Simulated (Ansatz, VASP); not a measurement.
## Ti: VASP beside Ansatz

The input INCAR:

```
PREC = Accurate ; ENCUT = 520
EDIFF = 1E-6 ; ISMEAR = 0
SIGMA = 0.15 ; LREAL = F
LASPH = T ; NELM = 100
ALGO = Fast ; ISIF = 2
LWAVE = F ; LCHARG = T
GGA = PS ; LELF = T
LVHAR = T ; NBANDS = 19
```

File KPOINTS:

```
regular mesh
0
Gamma
  14 14 14
```

Contents of POSCAR:

```
Ti
1.0
    0.0000000000     -3.2099008398      0.0000000000
   -3.2099008398      0.0000000000      0.0000000000
    0.0000000000      0.0000000000     -3.2099008398
Ti
2
Direct
    0.5000000000      0.5114645286      0.5000000000
    0.0000000000     -0.0114645286      0.0000000000
```

Input for Ansatz:

```yaml
crystal:
  lattice:
    - [0.0, -3.2099008398, 0.0]
    - [-3.2099008398, 0.0, 0.0]
    - [0.0, 0.0, -3.2099008398]
  atoms:
    - { symbol: Ti, position: [0.5, 0.5114645286, 0.5] }
    - { symbol: Ti, position: [0.0, -0.0114645286, 0.0] }
basis:
  ecutwfc: 520.0
kpoints:
  mp_grid: { grid: [14, 14, 14] }
hamiltonian:
  xc: pbesol
  pseudopotentials: { kind: paw, azcp: { folder: soft_1 } }
scf:
  occupations: { method: gaussian, width: 0.15 }
output:
  forces: true
  stress: true
  eigenvalues: true
```

Change from the starting cell: mode 4 frozen in at -0.037 Å and mode 5 at +0.000 Å (largest displacements).

Alike in both runs: task single point; functional PBEsol; k mesh 14 × 14 × 14; occupations gaussian, width 0.15 eV; no spin polarisation.

```csv
,VASP,Ansatz
version,VASP 6.6.1,Ansatz 0.2.0
potentials or method,"VASP PAW PBE potentials, release 64 (Ti_sv), cutoff 520 eV","scalar-relativistic, plane waves, PAW"
valence electrons in the cell,24,24
```

```tsv
	VASP	Ansatz	Ansatz less VASP
gap on the k mesh at the Fermi level (eV)	none	none	-
pressure (GPa)	-0.2	0.2	+0.40
traceless stress, the component that is largest in VASP (GPa)	-0.09	-0.09	+0.002
rms of the force components (eV/Å)	0.193	0.193	-0.0002
```

VASP's potentials were made for PBE, not for PBEsol, and Ansatz warns of the same on its side. Atom by atom the forces differ by 0.000 eV/Å (rms over components). A gap of «none» marks a metal or a gap that the smearing closes.
